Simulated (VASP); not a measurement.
A run of VASP 6.6.1 is set up as follows.

Contents of INCAR:

```
SYSTEM = InBRh2
PREC     = Accurate       ! precision mode
ENCUT    = 520            ! plane-wave cutoff, eV
EDIFF    = 1E-7           ! SCF threshold, eV
ISMEAR   = 0              ! smearing method
SIGMA    = 0.1            ! smearing width, eV
LREAL    = .False.        ! projectors in reciprocal space
LASPH    = .True.         ! aspherical terms in the spheres
NELM     = 60             ! most SCF steps
ALGO     = Normal         ! electronic algorithm
ISIF     = 2              ! what is computed and relaxed
LWAVE    = .False.        ! write WAVECAR
LCHARG   = .False.        ! write CHGCAR
GGA      = PE             ! functional
NBANDS   = 31             ! bands
```

Contents of KPOINTS:

```
regular mesh
0
Gamma
  6 6 4
  0 0 0
```

File POSCAR:

```
InBRh2
1.0
    3.2120762022      0.0000000000      0.0000000000
   -1.6060381011      2.7817395900      0.0000000000
    0.0000000000      0.0000000000      6.3911521866
In B Rh
1 1 2
Direct
    0.0000000000      0.0000000000      0.5000000000
    0.0000000000      0.0000000000      0.0000000000
    0.6666666667      0.3333333333      0.8313984786
    0.3333333333      0.6666666667      0.1686015214
```

Potentials or basis: VASP PAW PBE potentials, release 64 (In_d, B, Rh_pv).

Run with:

```bash
$ cat potpaw_PBE.64/In_d/POTCAR potpaw_PBE.64/B/POTCAR potpaw_PBE.64/Rh_pv/POTCAR > POTCAR
$ mpirun -np 1 vasp_std > vasp.out
```

Task: Predict the pressure.

Result: 0.2 GPa.

Task: Predict the band gap on the k mesh.

Result: Zero (bands 23 and 24 overlap by 1.31 eV).

Stress tensor (GPa, compression positive):
```
0.14 0.00 0.00
0.00 0.14 0.00
0.00 0.00 0.23
```

Caveat: the k points lie up to 0.38 Å⁻¹ apart, too coarse for converged energies and pressures of a metal; spin-orbit coupling is left out, which moves the levels of the heavy elements.
